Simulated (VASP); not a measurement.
RbBr: single point with PBEsol

Crystal: RbBr.

```xyz
2
Lattice="3.9615 0.0000 0.0000 0.0000 3.9615 0.0000 0.0000 0.0000 4.0702" Properties=species:S:1:pos:R:3 pbc="T T T"
Rb   -0.1572    0.0000    0.0000
Br    2.1489    1.9807    2.0351
```

| Property | Result |
| --- | --- |
| Program | VASP 6.6.1 |
| Task | single point |
| Functional | PBEsol |
| Potentials or basis | VASP PAW PBE potentials, release 64 (Rb_sv, Br) |
| Cutoff | 520 eV |
| k mesh | 6 × 6 × 6 |
| Occupations | gaussian, width 0.05 eV |
| Spin | no spin polarisation |
| Dipole correction | no |
| Further INCAR settings | ALGO = Normal; EDIFF = 1e-07; NBANDS = 15 |

```json
{
 "Pressure": "1.9 GPa",
 "Largest force": "0.390 eV/Å",
 "Band gap on the k mesh": "4.20 eV, indirect (least direct gap 4.34 eV)"
}
```

Forces in eV/Å, atoms in the order of the input:
```
Rb   0.390  0.000  0.000
Br  -0.390  0.000  0.000
```

Stress tensor (GPa, compression positive):
```
1.84 0.00 0.00
0.00 2.34 0.00
0.00 0.00 1.53
```

Levels at points of the mesh, in eV from the valence-band top:
| k point | band 6 | band 7 | band 8 | band 9 | band 10 | band 11 |
| --- | --- | --- | --- | --- | --- | --- |
| (0.00, 0.00, 0.00) | -0.29 | -0.20 | -0.14 | 4.20 | 5.23 | 5.62 |
| (0.50, 0.00, 0.00) | -2.05 | -0.42 | -0.23 | 6.59 | 7.43 | 8.20 |
| (0.00, 0.50, 0.00) | -2.05 | -0.48 | -0.18 | 6.64 | 7.26 | 8.04 |
| (0.50, 0.50, 0.00) | -1.24 | -1.21 | -0.18 | 5.25 | 6.01 | 7.76 |
| (0.00, 0.00, 0.50) | -2.02 | -0.33 | -0.22 | 6.60 | 7.20 | 7.81 |
| (0.50, 0.00, 0.50) | -1.24 | -1.18 | -0.04 | 5.19 | 6.23 | 8.00 |
| (0.00, 0.50, 0.50) | -1.22 | -1.14 | 0.00 | 5.22 | 6.40 | 8.04 |
| (0.50, 0.50, 0.50) | -1.65 | -1.62 | -1.56 | 7.94 | 7.99 | 8.55 |

Wall time 20 s on 1 thread of Intel(R) Xeon(R) 6975P-C (Granite Rapids), with other jobs on the host, peak memory 0.2 GiB.

Caveat: the PAW data sets were made with another functional, which shifts forces and pressure a little. A hybrid or GW would open this gap; PBEsol tends to underestimate it.
